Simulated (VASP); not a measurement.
Here is a VASP 6.6.1 calculation.

File POSCAR:

```
W
1.0
   -1.5536989570      1.5536989570      1.5536989570
    1.5536989570     -1.5536989570      1.5536989570
    1.5536989570      1.5536989570     -1.5536989570
W
1
Direct
    0.0000000000      0.0000000000      0.0000000000
```

File INCAR.step1:

```
SYSTEM = W
  ALGO = Normal
  EDIFF = 1E-4
  ENCUT = 520
  GGA = PE
  ISMEAR = 1
  LASPH = .True.
  LCHARG = .False.
  LREAL = .False.
  LWAVE = .True.
  NBANDS = 13
  NELM = 80
  PREC = Accurate
  SIGMA = 0.1
```

The input INCAR.step2:

```
SYSTEM = W
  ALGO = Normal
  EDIFF = 1E-7
  ENCUT = 520
  ISIF = 2
  ISMEAR = 1
  ISTART = 1
  LASPH = .True.
  LCHARG = .False.
  LMIXTAU = .True.
  LREAL = .False.
  LWAVE = .False.
  METAGGA = R2SCAN
  NBANDS = 13
  NELM = 80
  PREC = Accurate
  SIGMA = 0.1
```

Contents of KPOINTS:

```
k-points
0
Gamma
  13 13 13
  0 0 0
```

Potentials or basis: VASP PAW PBE potentials, release 64 (W_sv).

Command:

```bash
$ cat potpaw_PBE.64/W_sv/POTCAR > POTCAR
$ cp INCAR.step1 INCAR
$ mpirun -np 1 vasp_std > vasp.out
$ cp INCAR.step2 INCAR
$ mpirun -np 1 vasp_std > vasp.out
```

Q: What does it give for the band gap on the k mesh?

A: Zero (band 7 reaches 17.12 eV, above the bottom of band 8 at 10.72 eV).

Q: What does it give for the pressure?

A: 22.3 GPa.

Caveat: the PAW data sets were made with another functional, which shifts forces and pressure a little; spin-orbit coupling is left out, which moves the levels of the heavy elements.
